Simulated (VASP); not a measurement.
# Fe (P6_3/mmc) in VASP: further runs, part 2 of 2

VASP 6.6.1.

### Step 3. Single point, PBEsol, collinear spin, ferromagnetic start

This run uses another cell than the first one, of 9.08 Å³/atom, 0.921 times its volume.

File INCAR:

```
ALGO     = Normal         # electronic algorithm
EDIFF    = 1E-6           # SCF threshold, eV
ENCUT    = 520            # plane-wave cutoff, eV
GGA      = PS             # functional
ISIF     = 2              # what is computed and relaxed
ISMEAR   = -1             # smearing method
ISPIN    = 2              # spin polarisation
LASPH    = True           # aspherical terms in the spheres
LCHARG   = False          # write CHGCAR
LMAXMIX  = 4              # l up to which the mixer works
LORBIT   = 11             # projections on sites
LREAL    = False          # projectors in reciprocal space
LWAVE    = False          # write WAVECAR
MAGMOM   = 3 3            # initial moments
NBANDS   = 19             # bands
NELM     = 150            # most SCF steps
PREC     = Accurate       # precision mode
SIGMA    = 0.05           # smearing width, eV
```

File KPOINTS:

```
k-points
0
Gamma
  12 12 7
```

File POSCAR:

```
Fe
1.0
    2.3638047408      0.0000000000      0.0000000000
   -1.1819023704      2.0471149551      0.0000000000
    0.0000000000      0.0000000000      3.7523008702
Fe
2
Direct
    0.6666666667      0.3333333333      0.7500000000
    0.3333333333      0.6666666667      0.2500000000
```

Potentials or basis: VASP PAW PBE potentials, release 64 (Fe).

Launch:

```console
cat potpaw_PBE.64/Fe/POTCAR > POTCAR
mpirun -np 1 vasp_std > vasp.out
```

OUTCAR:

```text
EDIFF = 1E-6
   ENCUT = 520
   GGA = PS
   ISIF = 2
   ISMEAR = -1
   ISPIN = 2
   LASPH = True
   LORBIT = 11
   LREAL = False
   NELM = 150
   PREC = Accurate

 ion  position               nearest neighbor table
   1  0.667  0.333  0.750-   2 2.32   2 2.32   2 2.32   2 2.32   2 2.32   2 2.32
   2  0.333  0.667  0.250-   1 2.32   1 2.32   1 2.32   1 2.32   1 2.32   1 2.32

  LATTYP: Found a hexagonal cell.
 ALAT       =     2.3638047408
 C/A-ratio  =     1.5873988259

  Lattice vectors:

 A1 = (   2.3638047408,   0.0000000000,   0.0000000000)
 A2 = (  -1.1819023704,   2.0471149551,   0.0000000000)
 A3 = (   0.0000000000,   0.0000000000,   3.7523008702)

Analysis of symmetry for initial positions (statically):
=====================================================================
 Subroutine PRICEL returns:
 Original cell was already a primitive cell.

 Routine SETGRP: Setting up the symmetry group for a
 hexagonal supercell.

[... 730 lines left out ...]
      3       6.1707      1.00000
      4       6.1707      1.00000
      5       6.2971      1.00000
      6       6.7251      1.00000
[... 517 lines left out ...]
     18      33.4235      0.00000
     19      35.8945      0.00000

 [... further k-points ...]

------------------------ aborting loop because EDIFF is reached ----------------------------------------

  FORCE on cell =-STRESS in cart. coord.  units (eV):
  Direction    XX          YY          ZZ          XY          YZ          ZX
  --------------------------------------------------------------------------------------
  -------------------------------------------------------------------------------------
  Total        3.3326337      3.3326337      3.3183272      0.0000000     -0.0000000      0.0000000
  in kB      294.0672601    294.0672601    292.8048780      0.0000000     -0.0000000      0.0000000
  external PRESSURE =     293.6464661 kB  Pullay stress =       0.0000000 kB

 VOLUME and BASIS-vectors are now :
 -----------------------------------------------------------------------------
  energy-cutoff  :      520.00
  volume of cell :       18.16
      direct lattice vectors                 reciprocal lattice vectors
     2.363804741  0.000000000  0.000000000     0.423046787  0.244246176  0.000000000
    -1.181902370  2.047114955  0.000000000     0.000000000  0.488492352  0.000000000
     0.000000000  0.000000000  3.752300870     0.000000000  0.000000000  0.266503150

 POSITION                                       TOTAL-FORCE (eV/Angst)
 -----------------------------------------------------------------------------------
      1.18190      0.68237      2.81423         0.000000      0.000000      0.000000
     -0.00000      1.36474      0.93808        -0.000000     -0.000000      0.000000
 -----------------------------------------------------------------------------------
    total drift:                                0.000000     -0.000000     -0.000000

  FREE ENERGIE OF THE ION-ELECTRON SYSTEM (eV)
  ---------------------------------------------------
  free  energy   TOTEN  =       -17.7613343905 eV

  energy  without entropy=      -17.7442003332  energy(sigma->0) =      -17.75276736

 total charge

# of ion       s       p       d       tot
------------------------------------------
    1        0.601   0.768   6.476   7.846
    2        0.601   0.768   6.476   7.846
--------------------------------------------------
tot          1.203   1.537  12.953  15.692

 magnetization (x)

# of ion       s       p       d       tot
------------------------------------------
    1        0.000   0.000  -0.000  -0.000
    2        0.000   0.000  -0.000  -0.000
--------------------------------------------------
tot          0.000   0.000  -0.000  -0.000
```

stdout:

```text
POSCAR found type information on POSCAR Fe
 POSCAR found :  1 types and       2 ions
 scaLAPACK will be used
 -----------------------------------------------------------------------------
|                                                                             |
|                                                                             |
|     You enforced a specific xc type in the INCAR file but a different       |
|     I HOPE YOU KNOW WHAT YOU ARE DOING!                                     |
|                                                                             |
 -----------------------------------------------------------------------------

 LDA part: xc-table for (Slater+PW92), standard interpolation
 POSCAR, INCAR and KPOINTS ok, starting setup
 FFT: planning ... GRIDC
 FFT: planning ... GRID_SOFT
 FFT: planning ... GRID
 WAVECAR not read
 entering main loop
```

Run time: 23 s. Hardware: 1 thread of Intel Xeon 6975P-C (Granite Rapids), shared host; peak memory 0.15 GiB.

Results:

| Quantity | Value |
| --- | --- |
| Free energy | -17.7613 eV |
| Pressure | 29.4 GPa |
| Band gap on the k mesh | zero (filled and empty bands overlap) |
| Net moment | 0.00 μB per cell |
| Valence electrons inside the program's atomic spheres | Fe 7.85 |

Stress tensor (GPa, compression positive):
```
29.41  0.00  0.00
 0.00 29.41  0.00
 0.00  0.00 29.28
```

Caveat: the starting moments collapsed, and a magnetic state may lie lower; the PAW data sets were made with another functional, which shifts forces and pressure a little.
